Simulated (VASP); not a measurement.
**Al4Ir: relaxation of cell and atoms with PBE**

Al4Ir:

```
CELL_PARAMETERS angstrom
3.37637 0.00000 0.00000
0.00000 3.37637 0.00000
0.00000 0.00000 6.70380
ATOMIC_POSITIONS crystal
Al 0.00000 0.00000 0.26226
Al 0.00000 0.00000 0.73774
Al 0.50000 0.50000 0.23012
Al 0.50000 0.50000 0.76988
Ir 0.50000 0.50000 0.00000
```

The cell was generated, and may not be a known phase.

```yaml
Program: VASP 6.6.1
Task: relaxation of cell and atoms
Functional: PBE
Potentials_or_basis: VASP PAW PBE potentials, release 64 (Al, Ir_sv_GW)
Cutoff: 560 eV
k_mesh: 6 × 6 × 4
Occupations: gaussian, width 0.1 eV
Spin: no spin polarisation
Dipole_correction: no
Further_INCAR_settings: ALGO = Normal; EDIFF = 1e-07; IBRION = 2; EDIFFG = -0.04; NSW = 90; ISIF = 3
```

- Relaxed volume: 16.25 Å³/atom
- Relaxed cell: a = 2.927 Å, b = 2.927 Å, c = 9.482 Å, α = 90.00°, β = 90.00°, γ = 90.00°
- Space group after relaxing (to 0.1 Å): P4/mmm (No. 123)
- Pressure after relaxing: -0.2 GPa
- Largest force after relaxing: 0.035 eV/Å
- Band gap on the k mesh: zero (an odd number of electrons rules out a gap without spin polarisation)

Forces in eV/Å, atoms in the order of the input:
```
Al   0.000  0.000 -0.023
Al   0.000  0.000  0.023
Al   0.000  0.000 -0.035
Al   0.000  0.000  0.035
Ir   0.000  0.000  0.000
```

Stress tensor (GPa, compression positive):
```
-0.25  0.00  0.00
 0.00 -0.25  0.00
 0.00  0.00 -0.16
```

Final structure:
```xyz
5
Lattice="2.9271 0.0000 0.0000 0.0000 2.9271 0.0000 0.0000 0.0000 9.4820" Properties=species:S:1:pos:R:3 pbc="T T T"
Al    0.0000    0.0000    1.5751
Al    0.0000    0.0000    7.9069
Al    1.4636    1.4636    6.0421
Al    1.4636    1.4636    3.4399
Ir    1.4636    1.4636    0.0000
```

Levels at points of the mesh, in eV from the Fermi level:
| k point | band 12 | band 13 | band 14 | band 15 | band 16 | band 17 |
| --- | --- | --- | --- | --- | --- | --- |
| (0.00, 0.00, 0.00) | -2.05 | -1.72 | -0.76 | 3.51 | 5.36 | 5.36 |
| (0.50, 0.00, 0.00) | -3.25 | -2.70 | -1.60 | 0.31 | 0.47 | 0.84 |
| (0.50, 0.50, 0.00) | -0.45 | -0.41 | -0.41 | -0.25 | -0.09 | 0.10 |
| (0.00, 0.00, 0.50) | -2.05 | -0.76 | -0.75 | 2.07 | 5.54 | 5.54 |
| (0.50, 0.00, 0.50) | -2.80 | -2.70 | -1.71 | -1.60 | 0.70 | 1.48 |
| (0.50, 0.50, 0.50) | -1.27 | -1.27 | -0.54 | 0.34 | 1.06 | 1.28 |

Wall time 43 min on 1 thread of Intel(R) Xeon(R) Platinum 8259CL CPU @ 2.50GHz (Skylake/Cascade Lake), with other jobs on the host, peak memory 0.24 GiB.

Caveat: a cell axis changed by over 15 % at a fixed basis, so the end point is rough; spin-orbit coupling is left out, which moves the levels of the heavy elements.
